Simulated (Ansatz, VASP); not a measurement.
Two plane-wave programs on KF

```xyz
4
Lattice="3.6599 0.0000 0.0000 -1.8300 3.1696 0.0000 0.0000 0.0000 6.4788" Properties=species:S:1:pos:R:3 pbc="T T T"
K     0.0000    0.0000    0.0000
K     0.0000    0.0000    3.2394
F     0.0000    2.1131    1.6197
F     1.8300    1.0565    4.8591
```

Alike in both runs: task single point; functional LDA; k mesh 12 × 12 × 4; no spin polarisation.

```csv
,VASP,Ansatz
version,VASP 6.6.1,Ansatz 0.2.0
potentials or method,"VASP PAW LDA potentials, release 64 (K_sv, F)","plane waves, PAW"
plane-wave cutoff (eV),520,420
occupations,"gaussian, width 0.01 eV",fixed
valence electrons in the cell,32,32
```

VASP gave:

```
gap on the k mesh at the Fermi level (eV)                     : 5.82
pressure (GPa)                                                : -3.0
traceless stress, the component that is largest in VASP (GPa) : -0.35
```

**Question.** What did Ansatz give for the same quantities?

**Answer.** gap on the k mesh at the Fermi level (eV): 5.84; pressure (GPa): -3.1; traceless stress, the component that is largest in VASP (GPa): -0.40.

LDA's correlation is that of Perdew and Zunger in VASP and of Perdew and Wang (1992) in Ansatz.
